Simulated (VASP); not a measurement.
# SiW3: single point with PBEsol

Crystal: SiW3.

```
CELL_PARAMETERS angstrom
-2.57720 2.57720 2.57720
2.57720 -2.57720 2.57720
2.57720 2.57720 -2.57720
ATOMIC_POSITIONS crystal
Si 0.00000 0.00000 0.00000
W 0.50000 0.50000 0.00000
W 0.50000 0.00000 0.50000
W 0.00000 0.50000 0.50000
```

- Program: VASP 6.6.1
- Task: single point
- Functional: PBEsol
- Potentials or basis: VASP PAW PBE potentials, release 64 (Si, W_sv)
- Cutoff: 520 eV
- k mesh: 14 × 14 × 14
- Occupations: gaussian, width 0.15 eV
- Spin: no spin polarisation
- Dipole correction: no
- Further INCAR settings: ALGO = Fast; EDIFF = 1e-07; NBANDS = 31

```json
{"Pressure": "0.6 GPa", "Band gap on the k mesh": "zero (band 23 reaches 10.72 eV, above the bottom of band 24 at 8.99 eV)"}
```

Levels at points of the mesh, in eV from the Fermi level:
| k point | band 21 | band 22 | band 23 | band 24 | band 25 | band 26 |
| --- | --- | --- | --- | --- | --- | --- |
| (0.00, 0.00, 0.00) | -0.31 | -0.31 | 0.45 | 0.45 | 2.00 | 2.00 |
| (0.50, 0.00, 0.00) | -1.06 | -0.46 | -0.43 | -0.35 | -0.25 | 0.78 |
| (0.50, 0.50, 0.50) | -2.79 | -2.79 | 0.01 | 0.01 | 1.16 | 1.16 |

Wall time 5.7 min on 1 thread of Intel(R) Xeon(R) Platinum 8375C CPU @ 2.90GHz (Ice Lake) (shared host), peak memory 0.33 GiB.

Caveat: the PAW data sets were made with another functional, which shifts forces and pressure a little; spin-orbit coupling is left out, which moves the levels of the heavy elements.
